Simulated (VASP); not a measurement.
# Sr (I4/mmm) in VASP: further runs

Runs on Sr. Level: r2SCAN. Tasks: single point.

All numbers are computed with VASP 6.6.1; they aren't measurements. Logs are shortened: lines on timing, memory, paths and dates and some standing lists are left out, and cuts for length are marked.

### Step 1. The cell of the first run

Symmetry: I4/mmm, No. 139, tetragonal system. Conventional cell: a = 4.987 Å, b = 4.987 Å, c = 4.588 Å, α = 90.00°, β = 90.00°, γ = 90.00°. Within 5.5 Å of Sr (site symmetry 4/mmm) lie 14 Sr at 4.21 to 4.99 Å.

### Step 2. Single point, r2SCAN

File POSCAR:

```
Sr
1.0
   -2.4933455276      2.4933455276      2.2938778853
    2.4933455276     -2.4933455276      2.2938778853
    2.4933455276      2.4933455276     -2.2938778853
Sr
1
Direct
    0.0000000000      0.0000000000      0.0000000000
```

File INCAR.step1:

```
  PREC = Accurate
  ENCUT = 520
  ISMEAR = 0
  SIGMA = 0.15
  LREAL = F
  LASPH = T
  NELM = 60
  NBANDS = 11
  GGA = PE
  ALGO = Normal
  EDIFF = 1E-4
  LWAVE = T
  LCHARG = F
```

File INCAR.step2:

```
  PREC = Accurate
  ENCUT = 520
  EDIFF = 1E-6
  ISMEAR = 0
  SIGMA = 0.15
  LREAL = F
  LASPH = T
  NELM = 60
  ALGO = Normal
  ISIF = 2
  LWAVE = F
  LCHARG = T
  METAGGA = R2SCAN
  LMIXTAU = T
  LELF = T
  LVHAR = T
  NBANDS = 11
  ISTART = 1
```

File KPOINTS:

```
regular mesh
0
Gamma
  16 16 16
```

Potentials or basis: VASP PAW PBE potentials, release 64 (Sr_sv).

On the command line:

```
cat potpaw_PBE.64/Sr_sv/POTCAR > POTCAR
cp INCAR.step1 INCAR
mpirun -np 1 vasp_std > vasp.out
cp INCAR.step2 INCAR
mpirun -np 1 vasp_std > vasp.out
```

OUTCAR:

```text
PREC = Accurate
   ENCUT = 520
   EDIFF = 1E-6
   ISMEAR = 0
   LREAL = F
   LASPH = T
   NELM = 60
   ISIF = 2
   METAGGA = R2SCAN
   ISTART = 1

 ion  position               nearest neighbor table
   1  0.000  0.000  0.000-

  LATTYP: Found a body centered tetragonal cell.
 ALAT       =     4.9866910552
 C/A-ratio  =     0.9200000000

  Lattice vectors:

 A1 = (  -2.4933455276,   2.4933455276,   2.2938778853)
 A2 = (   2.4933455276,  -2.4933455276,   2.2938778853)
 A3 = (   2.4933455276,   2.4933455276,  -2.2938778853)

Analysis of symmetry for initial positions (statically):
=====================================================================
 Subroutine PRICEL returns:
 Original cell was already a primitive cell.

 Routine SETGRP: Setting up the symmetry group for a
 body centered tetragonal supercell.

 Subroutine GETGRP returns: Found 16 space group operations
 (whereof 16 operations were pure point group operations)
 out of a pool of 16 trial point group operations.

The static configuration has the point symmetry D_4h.

Analysis of symmetry for dynamics (positions and initial velocities):
=====================================================================
 Subroutine PRICEL returns:
 Original cell was already a primitive cell.

 Routine SETGRP: Setting up the symmetry group for a
 body centered tetragonal supercell.

 Subroutine GETGRP returns: Found 16 space group operations
 (whereof 16 operations were pure point group operations)
 out of a pool of 16 trial point group operations.

The dynamic configuration has the point symmetry D_4h.

 Subroutine INISYM returns: Found 16 space group operations
 (whereof 16 operations are pure point group operations),
 and found     1 'primitive' translations

----------------------------------------------------------------------------------------

                                     Primitive cell

  volume of cell :      57.0421

  direct lattice vectors                    reciprocal lattice vectors
    -2.493345528  2.493345528  2.293877885     0.000000000  0.200533779  0.217971498
     2.493345528 -2.493345528  2.293877885     0.200533779  0.000000000  0.217971498
     2.493345528  2.493345528 -2.293877885     0.200533779  0.200533779  0.000000000

  length of vectors
     4.206592397  4.206592397  4.206592397     0.296184690  0.296184690  0.283597589

  position of ions in fractional coordinates (direct lattice)
     0.000000000  0.000000000  0.000000000

  ion indices of the primitive-cell ions
   primitive index   ion index
                 1           1

----------------------------------------------------------------------------------------

 KPOINTS: regular mesh

Automatic generation of k-mesh.
 Grid dimensions read from file:
 generate k-points for:   16   16   16

 Generating k-lattice:

  Cartesian coordinates                     Fractional coordinates (reciprocal lattice)
     0.000000000  0.012533361  0.013623219     0.062500000  0.000000000  0.000000000
     0.012533361  0.000000000  0.013623219     0.000000000  0.062500000  0.000000000
     0.012533361  0.012533361  0.000000000     0.000000000  0.000000000  0.062500000

  Length of vectors
     0.018511543  0.018511543  0.017724849

  Shift w.r.t. Gamma in fractional coordinates (k-lattice)
     0.000000000  0.000000000  0.000000000

 Subroutine IBZKPT returns following result:
 ===========================================

 Found    349 irreducible k-points:

 Following reciprocal coordinates:
            Coordinates               Weight
  0.000000  0.000000  0.000000      1.000000
  0.062500  0.000000 -0.000000      8.000000
  0.125000  0.000000 -0.000000      8.000000
  0.187500  0.000000 -0.000000      8.000000
  0.250000  0.000000 -0.000000      8.000000
  0.312500  0.000000  0.000000      8.000000
[... 16 lines left out ...]
 -0.125000  0.062500  0.000000     16.000000
 -0.062500  0.062500  0.000000      4.000000
 [... further k-points ...]
   k-points           NKPTS =    349   k-points in BZ     NKDIM =    349   number of bands    NBANDS=     11
   number of dos      NEDOS =    301   number of ions     NIONS =      1
   total plane-waves  NPLWV =  32768
   dimension x,y,z NGX =    32 NGY =   32 NGZ =   32
   dimension x,y,z NGXF=    64 NGYF=   64 NGZF=   64
   ions per type =               1
   NGX,Y,Z   is equivalent  to a cutoff of  12.65, 12.65, 12.65 a.u.
   NGXF,Y,Z  is equivalent  to a cutoff of  25.29, 25.29, 25.29 a.u.
 SYSTEM =  unknown system
   PREC   = accura    normal or accurate (medium, high low for compatibility)
   ISTART =      1    job   : 0-new  1-cont  2-samecut
   ICHARG =      0    charge: 1-file 2-atom 10-const
   ISPIN  =      1    spin polarized calculation?
   LNONCOLLINEAR =      F non collinear calculations
   LSORBIT =      F    spin-orbit coupling
   LASPH  =      T    aspherical Exc in radial PAW
   ENCUT  =  520.0 eV  38.22 Ry    6.18 a.u.   7.82  7.82  7.82*2*pi/ulx,y,z
   NELM   =     60;   NELMIN=  2; NELMDL=  0     # of ELM steps
   EDIFF  = 0.1E-05   stopping-criterion for ELM
   LREAL  =      F    real-space projection
   EDIFFG = 0.1E-04   stopping-criterion for IOM
   NSW    =      0    number of steps for IOM
   IBRION =     -1    ionic relax: 0-MD 1-quasi-New 2-CG
   NFREE  =      0    steps in history (QN), initial steepest desc. (CG)
   ISIF   =      2    stress and relaxation
   ISYM   =      2    0-nonsym 1-usesym 2-fastsym
   POTIM  = 0.5000    time-step for ionic-motion
   TEBEG  =    0.0;   TEEND  =   0.0 temperature during run
   PSTRESS=    0.0 pullay stress
   NELECT =      10.0000    total number of electrons
   NUPDOWN=      -1.0000    fix difference up-down
   EMIN   =  10.00;   EMAX   =-10.00  energy-range for DOS
   EFERMI =   0.00;   METHOD = LEGACY
   ISMEAR =     0;   SIGMA  =   0.15  broadening in eV -4-tet -1-fermi 0-gaus
   EFERMI_NEDOS =   21; number of points for ismear=-14 and -15
   IALGO  =     38    algorithm
   IMIX   =      4    mixing-type and parameters
     AMIX     =   0.40;   BMIX     =  1.00
     AMIX_MAG =   1.60;   BMIX_MAG =  1.00
  volume/ion in A,a.u.               =      57.04       384.94
  Fermi-wavevector in a.u.,A,eV,Ry     =   0.916241  1.731445 11.422060  0.839498
  Thomas-Fermi vector in A             =   2.041074
   LORBIT       =      0    0 simple, 1 ext, 2 COOP (PROOUT), +10 PAW based schemes
   METAGGA = R2SCAN    functional components
   LHFCALC =     F    Hartree Fock is set to
   AEXX    =    0.0000 exact exchange contribution
   IVDW    =     0    specifies the selected vdW correction
   LEPSILON=     F    determine dielectric tensor
   LRPA    =     F    only Hartree local field effects (RPA)
 non-spin polarized calculation
 Gauss-broadening in eV      SIGMA  =   0.15
  energy-cutoff  :      520.00
  volume of cell :       57.04
 maximum number of plane-waves:      1564
   NGX = 15   NGY = 15   NGZ = 15

 number of electron      10.0000000 magnetization

 Free energy of the ion-electron system (eV)
  ---------------------------------------------------
  ext. energy  EPLUGINS =         0.00000000
  ---------------------------------------------------
  free energy    TOTEN  =       -15.09520980 eV

  energy without entropy =      -15.07996383  energy(sigma->0) =      -15.08758681

 E-fermi :   1.4969     XC(G=0):  -7.6713

 val. band max:        1.4917999716   @ k =   0.5000   0.5000   0.3125
 cond. band min:       1.4970664907   @ k =  -0.3750  -0.4375   0.3750
 fundamental gap:      0.0052665191
 Fermi energy:         1.4968521164

 k-point     1 :       0.0000    0.0000    0.0000
  band No.  band energies     occupation
      1     -36.6154      2.00000
      2     -17.8863      2.00000
      3     -17.8748      2.00000
      4     -17.8748      2.00000
      5      -2.2878      2.00000
      6       3.8668      0.00000
      7       4.3815      0.00000
      8       4.3815      0.00000
      9       5.1186      0.00000
     10       5.8339      0.00000
     11       9.6623      0.00000

 k-point     2 :       0.0625    0.0000   -0.0000
  band No.  band energies     occupation
      1     -36.6149      2.00000
      2     -17.8913      2.00000
      3     -17.8772      2.00000
      4     -17.8771      2.00000
      5      -2.2176      2.00000
      6       3.8651      0.00000
      7       4.3236      0.00000
      8       4.3710      0.00000
      9       5.1077      0.00000
     10       5.7454      0.00000
     11       9.8234      0.00000

 k-point     3 :       0.1250    0.0000   -0.0000
  band No.  band energies     occupation
      1     -36.6133      2.00000
      2     -17.9096      2.00000
      3     -17.8839      2.00000
      4     -17.8798      2.00000
      5      -2.0104      2.00000
      6       3.7820      0.00000
      7       4.0963      0.00000
      8       4.4456      0.00000
      9       5.1245      0.00000
     10       5.5927      0.00000
     11      10.1153      0.00000

 k-point     4 :       0.1875    0.0000   -0.0000
  band No.  band energies     occupation
      1     -36.6110      2.00000
      2     -17.9389      2.00000
      3     -17.8940      2.00000
      4     -17.8815      2.00000
      5      -1.6766      2.00000
      6       3.5754      0.00000
      7       3.6873      0.00000
      8       4.7042      0.00000
      9       5.2334      0.00000
     10       5.4992      0.00000
     11      10.0155      0.00000

 k-point     5 :       0.2500    0.0000   -0.0000
  band No.  band energies     occupation
      1     -36.6082      2.00000
      2     -17.9736      2.00000
      3     -17.9058      2.00000
      4     -17.8832      2.00000
      5      -1.2347      2.00000
      6       3.2011      0.00000
      7       3.3287      0.00000
      8       5.1119      0.00000
      9       5.4156      0.00000
     10       5.4791      0.00000
     11       9.4233      0.00000
[... 211 lines left out ...]
 k-point    21 :      -0.2500    0.0625    0.0000
  band No.  band energies     occupation
      1     -36.6095      2.00000
      2     -17.9562      2.00000
      3     -17.9005      2.00000
      4     -17.8837      2.00000
      5      -1.4413      2.00000
      6       3.3470      0.00000
      7       3.5053      0.00000
      8       4.9433      0.00000
      9       5.1613      0.00000
     10       5.6632      0.00000
     11       9.6464      0.00000

 k-point    22 :      -0.1875    0.0625    0.0000
  band No.  band energies     occupation
      1     -36.6120      2.00000
      2     -17.9246      2.00000
      3     -17.8904      2.00000
      4     -17.8811      2.00000
      5      -1.8255      2.00000
      6       3.6069      0.00000
      7       3.9211      0.00000
      8       4.6507      0.00000
      9       4.9987      0.00000
     10       5.6874      0.00000
     11      10.1699      0.00000

 k-point    23 :      -0.1250    0.0625    0.0000
  band No.  band energies     occupation
      1     -36.6139      2.00000
      2     -17.8999      2.00000
      3     -17.8857      2.00000
      4     -17.8768      2.00000
      5      -2.0908      2.00000
      6       3.7693      0.00000
      7       4.2180      0.00000
      8       4.5025      0.00000
      9       4.9615      0.00000
     10       5.7483      0.00000
     11       9.9605      0.00000

 k-point    24 :      -0.0625    0.0625    0.0000
  band No.  band energies     occupation
      1     -36.6149      2.00000
      2     -17.8882      2.00000
      3     -17.8819      2.00000
      4     -17.8745      2.00000
      5      -2.2237      2.00000
      6       3.8336      0.00000
      7       4.3295      0.00000
      8       4.4438      0.00000
      9       5.0263      0.00000
     10       5.8113      0.00000
     11       9.7502      0.00000

 [... further k-points ...]

------------------------ aborting loop because EDIFF is reached ----------------------------------------

  FORCE on cell =-STRESS in cart. coord.  units (eV):
  Direction    XX          YY          ZZ          XY          YZ          ZX
  --------------------------------------------------------------------------------------
  -------------------------------------------------------------------------------------
  Total       -0.0808558     -0.0808558     -0.0034201      0.0000000     -0.0000000      0.0000000
  in kB       -2.2710480     -2.2710480     -0.0960627      0.0000000     -0.0000000      0.0000000
  external PRESSURE =      -1.5460529 kB  Pullay stress =       0.0000000 kB

 VOLUME and BASIS-vectors are now :
 -----------------------------------------------------------------------------
  energy-cutoff  :      520.00
  volume of cell :       57.04
      direct lattice vectors                 reciprocal lattice vectors
    -2.493345528  2.493345528  2.293877885     0.000000000  0.200533779  0.217971498
     2.493345528 -2.493345528  2.293877885     0.200533779  0.000000000  0.217971498
     2.493345528  2.493345528 -2.293877885     0.200533779  0.200533779  0.000000000

 POSITION                                       TOTAL-FORCE (eV/Angst)
 -----------------------------------------------------------------------------------
      0.00000      0.00000      0.00000         0.000000      0.000000      0.000000
 -----------------------------------------------------------------------------------
    total drift:                                0.000000      0.000000     -0.000000

  FREE ENERGIE OF THE ION-ELECTRON SYSTEM (eV)
  ---------------------------------------------------
  free  energy   TOTEN  =       -15.0952097996 eV

  energy  without entropy=      -15.0799638263  energy(sigma->0) =      -15.08758681
```

Run time: 6 min. Hardware: 1 thread of Intel Xeon Platinum 8259CL at 2.50GHz (Skylake/Cascade Lake), shared host; peak memory 0.35 GiB.

What came out:

```
Free energy            : -15.0952 eV
Pressure               : -0.2 GPa
Band gap on the k mesh : zero (bands 5 and 6 overlap by 0.46 eV)
```

Levels at points of the mesh, in eV from the Fermi level:
```csv
k point,band 3,band 4,band 5,band 6,band 7,band 8
"(0.00, 0.00, 0.00)",-19.37,-19.37,-3.78,2.37,2.88,2.88
"(0.50, 0.00, 0.00)",-19.43,-19.38,-0.88,0.17,1.28,3.90
"(0.50, 0.50, 0.00)",-19.43,-19.37,-1.05,-0.09,1.85,3.46
"(0.50, 0.50, 0.50)",-19.51,-19.49,-0.14,0.02,3.32,3.32
```

Caveat: the PAW data sets were made with another functional, which shifts forces and pressure a little.

(Continued in part 2 of 2.)
